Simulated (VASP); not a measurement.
# Si (C2/c) in VASP: notebook

Si is run at these levels: LDA; tasks: single point.

Program: VASP 6.6.1. These are calculated values, not measurements. Logs are shortened: lines on timing, memory, paths and dates and some standing lists are left out, and cuts for length are marked.

## 1. The cell of the first run

Symmetry: C2/c, No. 15, monoclinic system. The conventional cell has a = 5.186 Å, b = 5.186 Å, c = 3.744 Å, α = 90.00°, β = 133.83°, γ = 90.00°. Si (site symmetry 2) has 4 Si at 2.21 to 2.34 Å within 2.9 Å.

## 2. Single point, LDA

INCAR reads:

```
ALGO = Normal
EDIFF = 1E-6
ENCUT = 520
ISIF = 2
ISMEAR = 0
LASPH = T
LCHARG = F
LREAL = F
LWAVE = F
NBANDS = 11
NELM = 60
PREC = Accurate
SIGMA = 0.05
```

KPOINTS reads:

```
k-points
0
Gamma
  12 12 12
```

POSCAR reads:

```
Si
1.0
    0.0000000000      2.5929346428      2.7009735863
    2.5929346428      0.0000000000      2.7009735863
    2.5929346428      2.5929346428      0.0000000000
Si
2
Direct
    0.5111071060      0.4888928940      0.4888928940
    0.7388928940      0.7611071060      0.7611071060
```

Potentials or basis: VASP PAW LDA potentials, release 64 (Si).

Started as:

```bash
> cat potpaw_LDA.64/Si/POTCAR > POTCAR
> mpirun -np 1 vasp_std > vasp.out
```

OUTCAR:

```text
EDIFF = 1E-6
   ENCUT = 520
   ISIF = 2
   ISMEAR = 0
   LASPH = T
   LREAL = F
   NELM = 60
   PREC = Accurate

 ion  position               nearest neighbor table
   1  0.511  0.489  0.489-   2 2.21   2 2.21   2 2.34   2 2.34
   2  0.739  0.761  0.761-   1 2.21   1 2.21   1 2.34   1 2.34

  LATTYP: Found a body centered tetragonal cell.
 ALAT       =     3.6669633382
 C/A-ratio  =     1.4731391275

  Lattice vectors:

 A1 = (  -2.5929346428,   0.0000000000,   2.7009735863)
 A2 = (   2.5929346428,   0.0000000000,   2.7009735863)
 A3 = (   0.0000000000,   2.5929346428,  -2.7009735863)

Analysis of symmetry for initial positions (statically):
=====================================================================
 Subroutine PRICEL returns:
 Original cell was already a primitive cell.

 Routine SETGRP: Setting up the symmetry group for a
 body centered tetragonal supercell.

 Subroutine GETGRP returns: Found  4 space group operations
 (whereof  2 operations were pure point group operations)
 out of a pool of 16 trial point group operations.

The static configuration has the point symmetry C_2 .
 The point group associated with its full space group is C_2h.

Analysis of symmetry for dynamics (positions and initial velocities):
=====================================================================
 Subroutine PRICEL returns:
 Original cell was already a primitive cell.

 Routine SETGRP: Setting up the symmetry group for a
 body centered tetragonal supercell.

 Subroutine GETGRP returns: Found  4 space group operations
 (whereof  2 operations were pure point group operations)
 out of a pool of 16 trial point group operations.

The dynamic configuration has the point symmetry C_2 .
 The point group associated with its full space group is C_2h.

 Subroutine INISYM returns: Found  4 space group operations
 (whereof  2 operations are pure point group operations),
 and found     1 'primitive' translations

----------------------------------------------------------------------------------------

                                     Primitive cell

  volume of cell :      36.3190

  direct lattice vectors                    reciprocal lattice vectors
     0.000000000  2.592934643  2.700973586    -0.192831702  0.192831702  0.185118434
     2.592934643  0.000000000  2.700973586     0.192831702 -0.192831702  0.185118434
     2.592934643  2.592934643  0.000000000     0.192831702  0.192831702 -0.185118434

  length of vectors
     3.744137868  3.744137868  3.666963338     0.329601221  0.329601221  0.329601221

  position of ions in fractional coordinates (direct lattice)
     0.511107106  0.488892894  0.488892894
     0.738892894  0.761107106  0.761107106

  ion indices of the primitive-cell ions
   primitive index   ion index
                 1           1
                 2           2

----------------------------------------------------------------------------------------

 KPOINTS: k-points

Automatic generation of k-mesh.
 Grid dimensions read from file:
 generate k-points for:   12   12   12

 Generating k-lattice:

  Cartesian coordinates                     Fractional coordinates (reciprocal lattice)
    -0.016069308  0.016069308  0.015426536     0.083333333  0.000000000  0.000000000
     0.016069308 -0.016069308  0.015426536     0.000000000  0.083333333  0.000000000
     0.016069308  0.016069308 -0.015426536    -0.000000000 -0.000000000  0.083333333

  Length of vectors
     0.027466768  0.027466768  0.027466768

  Shift w.r.t. Gamma in fractional coordinates (k-lattice)
     0.000000000  0.000000000  0.000000000

 Subroutine IBZKPT returns following result:
 ===========================================

 Found    476 irreducible k-points:

 Following reciprocal coordinates:
            Coordinates               Weight
  0.000000  0.000000  0.000000      1.000000
  0.083333 -0.000000  0.000000      4.000000
 -0.000000 -0.000000 -0.083333      4.000000
  0.166667  0.000000  0.000000      4.000000
 -0.000000 -0.000000 -0.166667      4.000000
  0.250000 -0.000000  0.000000      4.000000
[... 16 lines left out ...]
  0.500000  0.083333  0.000000      4.000000
  0.083333  0.083333 -0.416667      4.000000
 [... further k-points ...]
   k-points           NKPTS =    476   k-points in BZ     NKDIM =    476   number of bands    NBANDS=     11
   number of dos      NEDOS =    301   number of ions     NIONS =      2
   total plane-waves  NPLWV =  21952
   dimension x,y,z NGX =    28 NGY =   28 NGZ =   28
   dimension x,y,z NGXF=    56 NGYF=   56 NGZF=   56
   ions per type =               2
   NGX,Y,Z   is equivalent  to a cutoff of  12.43, 12.43, 12.69 a.u.
   NGXF,Y,Z  is equivalent  to a cutoff of  24.86, 24.86, 25.39 a.u.
 SYSTEM =  unknown system
   PREC   = accura    normal or accurate (medium, high low for compatibility)
   ISTART =      0    job   : 0-new  1-cont  2-samecut
   ICHARG =      2    charge: 1-file 2-atom 10-const
   ISPIN  =      1    spin polarized calculation?
   LNONCOLLINEAR =      F non collinear calculations
   LSORBIT =      F    spin-orbit coupling
   LASPH  =      T    aspherical Exc in radial PAW
   ENCUT  =  520.0 eV  38.22 Ry    6.18 a.u.   6.96  6.96  6.82*2*pi/ulx,y,z
   NELM   =     60;   NELMIN=  2; NELMDL= -5     # of ELM steps
   EDIFF  = 0.1E-05   stopping-criterion for ELM
   LREAL  =      F    real-space projection
   EDIFFG = 0.1E-04   stopping-criterion for IOM
   NSW    =      0    number of steps for IOM
   IBRION =     -1    ionic relax: 0-MD 1-quasi-New 2-CG
   NFREE  =      0    steps in history (QN), initial steepest desc. (CG)
   ISIF   =      2    stress and relaxation
   ISYM   =      2    0-nonsym 1-usesym 2-fastsym
   POTIM  = 0.5000    time-step for ionic-motion
   TEBEG  =    0.0;   TEEND  =   0.0 temperature during run
   PSTRESS=    0.0 pullay stress
   NELECT =       8.0000    total number of electrons
   NUPDOWN=      -1.0000    fix difference up-down
   EMIN   =  10.00;   EMAX   =-10.00  energy-range for DOS
   EFERMI =   0.00;   METHOD = LEGACY
   ISMEAR =     0;   SIGMA  =   0.05  broadening in eV -4-tet -1-fermi 0-gaus
   EFERMI_NEDOS =   21; number of points for ismear=-14 and -15
   IALGO  =     38    algorithm
   IMIX   =      4    mixing-type and parameters
     AMIX     =   0.40;   BMIX     =  1.00
     AMIX_MAG =   1.60;   BMIX_MAG =  1.00
  volume/ion in A,a.u.               =      18.16       122.55
  Fermi-wavevector in a.u.,A,eV,Ry     =   0.988690  1.868354 13.299815  0.977509
  Thomas-Fermi vector in A             =   2.120235
   LORBIT       =      0    0 simple, 1 ext, 2 COOP (PROOUT), +10 PAW based schemes
   GGA     = CA    functional components
   LHFCALC =     F    Hartree Fock is set to
   AEXX    =    0.0000 exact exchange contribution
   IVDW    =     0    specifies the selected vdW correction
   LEPSILON=     F    determine dielectric tensor
   LRPA    =     F    only Hartree local field effects (RPA)
 non-spin polarized calculation
 Gauss-broadening in eV      SIGMA  =   0.05
  energy-cutoff  :      520.00
  volume of cell :       36.32
 maximum number of plane-waves:      1008
   NGX = 13   NGY = 13   NGZ = 13

 number of electron       8.0000001 magnetization

 Free energy of the ion-electron system (eV)
  ---------------------------------------------------
  ext. energy  EPLUGINS =         0.00000000
  ---------------------------------------------------
  free energy    TOTEN  =       -11.72002199 eV

  energy without entropy =      -11.71990046  energy(sigma->0) =      -11.71996122

 E-fermi :   6.9892     XC(G=0):  -9.9813

 val. band max:        6.9697144446   @ k =   0.0833  -0.0000   0.0000
 cond. band min:       7.0784692681   @ k =   0.5000   0.0000   0.5000
 fundamental gap:      0.1087548234
 Fermi energy:         6.9891767938

 k-point     1 :       0.0000    0.0000    0.0000
  band No.  band energies     occupation
      1      -5.8549      2.00000
      2       6.1757      2.00000
      3       6.9488      1.74705
      4       7.3451      0.00000
      5       9.0720      0.00000
      6       9.2878      0.00000
      7       9.7173      0.00000
      8      11.1180      0.00000
      9      14.1633      0.00000
     10      14.8756      0.00000
     11      15.0335      0.00000

 k-point     2 :       0.0833   -0.0000    0.0000
  band No.  band energies     occupation
      1      -5.7575      2.00000
      2       6.0153      2.00000
      3       6.2019      2.00000
      4       6.9697      1.41801
      5       9.3109      0.00000
      6       9.4810      0.00000
      7       9.9208      0.00000
      8      11.7072      0.00000
      9      13.9293      0.00000
     10      14.6932      0.00000
     11      15.3312      0.00000

 k-point     3 :      -0.0000   -0.0000   -0.0833
  band No.  band energies     occupation
      1      -5.7548      2.00000
      2       5.5411      2.00000
      3       6.6335      2.00000
      4       7.1080      0.00078
      5       9.3436      0.00000
      6       9.4645      0.00000
      7       9.8947      0.00000
      8      11.6453      0.00000
      9      13.8670      0.00000
     10      14.6338      0.00000
     11      15.3134      0.00000
[... 267 lines left out ...]
 k-point    23 :       0.5000    0.0833    0.0000
  band No.  band energies     occupation
      1      -3.3534      2.00000
      2      -0.2820      2.00000
      3       4.4310      2.00000
      4       5.6793      2.00000
      5       9.1129      0.00000
      6       9.6641      0.00000
      7      10.4673      0.00000
      8      14.7112      0.00000
      9      16.5723      0.00000
     10      17.6045      0.00000
     11      18.5045      0.00000

 k-point    24 :       0.0833    0.0833   -0.4167
  band No.  band energies     occupation
      1      -3.1189      2.00000
      2      -0.7915      2.00000
      3       4.8043      2.00000
      4       5.5649      2.00000
      5       9.2122      0.00000
      6       9.6336      0.00000
      7      10.9519      0.00000
      8      14.9317      0.00000
      9      16.1188      0.00000
     10      17.0880      0.00000
     11      18.2676      0.00000

 [... further k-points ...]

------------------------ aborting loop because EDIFF is reached ----------------------------------------

  FORCE on cell =-STRESS in cart. coord.  units (eV):
  Direction    XX          YY          ZZ          XY          YZ          ZX
  --------------------------------------------------------------------------------------
  -------------------------------------------------------------------------------------
  Total        2.3271864      2.6349979      1.7443885      0.0000000     -1.6775742      0.0000000
  in kB      102.6616592    116.2404779     76.9520747      0.0000000    -74.0046226      0.0000000
  external PRESSURE =      98.6180706 kB  Pullay stress =       0.0000000 kB

 VOLUME and BASIS-vectors are now :
 -----------------------------------------------------------------------------
  energy-cutoff  :      520.00
  volume of cell :       36.32
      direct lattice vectors                 reciprocal lattice vectors
     0.000000000  2.592934643  2.700973586    -0.192831702  0.192831702  0.185118434
     2.592934643  0.000000000  2.700973586     0.192831702 -0.192831702  0.185118434
     2.592934643  2.592934643  0.000000000     0.192831702  0.192831702 -0.185118434

 POSITION                                       TOTAL-FORCE (eV/Angst)
 -----------------------------------------------------------------------------------
      2.53533      2.59293      2.70097         1.734681      0.000000      0.000000
      3.94700      3.88940      4.05146        -1.734681     -0.000000     -0.000000
 -----------------------------------------------------------------------------------
    total drift:                                0.000000      0.000000     -0.000000

  FREE ENERGIE OF THE ION-ELECTRON SYSTEM (eV)
  ---------------------------------------------------
  free  energy   TOTEN  =       -11.7200219871 eV

  energy  without entropy=      -11.7199004564  energy(sigma->0) =      -11.71996122
```

It took 51 s on 1 thread of Intel Xeon 6975P-C (Granite Rapids), shared host; peak memory 0.25 GiB.

Results:

| Property | Result |
| --- | --- |
| Free energy | -11.7200 eV |
| Pressure | 9.9 GPa |
| Largest force | 1.735 eV/Å |
| Band gap on the k mesh | zero (band 4 reaches 7.35 eV, above the bottom of band 5 at 6.84 eV) |

Forces on the atoms (eV/Å):
```
Si   1.735  0.000  0.000
Si  -1.735  0.000  0.000
```

Caveat: forces of over 1 eV/Å act on the atoms, so gaps and moduli don't describe the material at rest.

## 3. Single point, LDA

INCAR reads:

```
PREC = Accurate
ENCUT = 520
EDIFF = 1E-6
ISMEAR = 0
SIGMA = 0.05
LREAL = False
LASPH = True
NELM = 80
ALGO = Normal
ISIF = 2
LWAVE = False
LCHARG = True
LELF = True
LVHAR = True
NBANDS = 11
```

KPOINTS reads:

```
Automatic mesh
0
Gamma
  12 12 12
```

POSCAR reads:

```
Si
1.0
    0.0000000000      2.5929346428      2.7009735863
    2.5929346428      0.0000000000      2.7009735863
    2.5929346428      2.5929346428      0.0000000000
Si
2
Direct
    0.5022214212      0.4977785788      0.4977785788
    0.7477785788      0.7522214212      0.7522214212
```

Potentials or basis: VASP PAW LDA potentials, release 64 (Si).

Started as:

```bash
> cat potpaw_LDA.64/Si/POTCAR > POTCAR
> mpirun -np 1 vasp_std > vasp.out
```

Wall time 51 s (1 thread of Intel Xeon 6975P-C (Granite Rapids), shared host); peak memory 0.25 GiB.

Results (log left out):

| Quantity | Value |
| --- | --- |
| Free energy | -11.8175 eV |
| Pressure | 9.4 GPa |
| Largest force | 0.360 eV/Å |

Forces on the atoms (eV/Å):
```
Si   0.360  0.000  0.000
Si  -0.360  0.000  0.000
```

Stress tensor (GPa, compression positive):
```
10.73  0.00  0.00
 0.00 10.77 -1.43
 0.00 -1.43  6.62
```

Levels at points of the mesh, in eV from the Fermi level:
| k point | band 1 | band 2 | band 3 | band 4 | band 5 | band 6 | band 7 | band 8 | band 9 |
| --- | --- | --- | --- | --- | --- | --- | --- | --- | --- |
| (0.00, 0.00, 0.00) | -12.79 | -0.38 | -0.03 | 0.01 | 2.36 | 2.39 | 2.55 | 4.20 | 7.22 |
| (0.50, 0.00, 0.00) | -10.21 | -7.56 | -1.68 | -1.17 | 1.55 | 3.02 | 3.25 | 7.51 | 10.47 |
| (0.00, 0.00, 0.50) | -10.16 | -7.66 | -1.60 | -1.20 | 1.56 | 3.00 | 3.35 | 7.55 | 10.36 |
| (0.50, 0.50, 0.00) | -8.46 | -8.46 | -3.02 | -3.02 | 0.50 | 0.50 | 10.76 | 10.76 | 10.98 |
| (0.50, 0.00, 0.50) | -8.18 | -8.18 | -3.36 | -3.36 | 0.16 | 0.16 | 10.29 | 10.29 | 11.50 |
| (0.00, 0.50, 0.50) | -8.25 | -8.11 | -3.40 | -3.32 | 0.11 | 0.21 | 10.28 | 10.31 | 11.50 |

## 4. Single point, LDA

INCAR reads:

```
  ALGO = Normal
  EDIFF = 1E-7
  ENCUT = 520
  GGA = CA
  ISIF = 2
  ISMEAR = 0
  LASPH = True
  LCHARG = True
  LELF = True
  LREAL = False
  LVHAR = True
  LWAVE = False
  NBANDS = 11
  NELM = 60
  PREC = Accurate
  SIGMA = 0.05
```

KPOINTS reads:

```
k-points
0
Gamma
  12 12 12
```

POSCAR reads:

```
Si
1.0
    0.0000000000      2.5929346428      2.7009735863
    2.5929346428      0.0000000000      2.7009735863
    2.5929346428      2.5929346428      0.0000000000
Si
2
Direct
    0.5066642636      0.4933357364      0.4933357364
    0.7433357364      0.7566642636      0.7566642636
```

Started as:

```bash
> cat potpaw_LDA.64/Si/POTCAR > POTCAR
> mpirun -np 1 vasp_std > vasp.out
```

Run time: 56 s. Hardware: 1 thread of Intel Xeon 6975P-C (Granite Rapids), shared host; peak memory 0.25 GiB.

Results (log left out):

```
Free energy            : -11.7844 eV
Pressure               : 9.5 GPa
Largest force          : 1.065 eV/Å
Band gap on the k mesh : zero (band 4 reaches 7.14 eV, above the bottom of band 5 at 6.94 eV)
```

Forces on the atoms (eV/Å):
```
Si   1.065  0.000  0.000
Si  -1.065  0.000  0.000
```

Stress tensor (GPa, compression positive):
```
10.58  0.00  0.00
 0.00 11.05 -4.34
 0.00 -4.34  6.97
```

Levels at points of the mesh, in eV from the Fermi level:
```csv
k point,band 1,band 2,band 3,band 4,band 5,band 6,band 7,band 8
"(0.00, 0.00, 0.00)",-12.81,-0.57,-0.03,0.18,2.24,2.36,2.64,4.18
"(0.50, 0.00, 0.00)",-10.28,-7.47,-1.82,-1.11,1.51,2.90,3.24,7.45
"(0.00, 0.00, 0.50)",-10.13,-7.78,-1.59,-1.19,1.55,2.91,3.50,7.57
"(0.50, 0.50, 0.00)",-8.48,-8.48,-3.02,-3.02,0.48,0.48,10.75,10.75
"(0.50, 0.00, 0.50)",-8.21,-8.21,-3.36,-3.36,0.14,0.14,10.27,10.27
"(0.00, 0.50, 0.50)",-8.41,-7.99,-3.50,-3.26,-0.01,0.30,10.24,10.31
```

Caveat: forces of over 1 eV/Å act on the atoms, so gaps and moduli don't describe the material at rest.
